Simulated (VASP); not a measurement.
A run of VASP 6.6.1:

Contents of INCAR:

```
PREC = Accurate ; ENCUT = 520
EDIFF = 1E-7 ; ISMEAR = 0
SIGMA = 0.1 ; LREAL = F
LASPH = T ; NELM = 100
ALGO = Normal ; ISIF = 2
LWAVE = F ; LCHARG = F
GGA = PE ; NBANDS = 20
```

The input KPOINTS:

```
regular mesh
0
Gamma
  10 10 6
```

The input POSCAR:

```
Hf2H3
1.0
    3.5381508166      0.0000000000      0.0000000000
    0.0000000000      3.5381508166      0.0000000000
    0.0000000000      0.0000000000      5.8435872974
Hf H
2 3
Direct
    0.5000000000      0.5000000000      0.5000000000
    0.5000000000      0.5000000000      0.0000000000
    0.5000000000      0.0000000000      0.0000000000
    0.0000000000      0.5000000000      0.0000000000
    0.0000000000      0.0000000000      0.0000000000
```

Potentials or basis: VASP PAW PBE potentials, release 64 (Hf_pv, H).

Launch:

```sh
$ cat potpaw_PBE.64/Hf_pv/POTCAR potpaw_PBE.64/H/POTCAR > POTCAR
$ mpirun -np 1 vasp_std > vasp.out
```

Hardware: 1 thread of Intel(R) Xeon(R) 6975P-C (Granite Rapids) (shared host).

**Question.** Estimate the wall time of this run.

**Answer.** It took 61 s on 1 thread of Intel(R) Xeon(R) 6975P-C (Granite Rapids) (shared host), peak memory 0.25 GiB. Counts: scf iterations 16, k points 84.
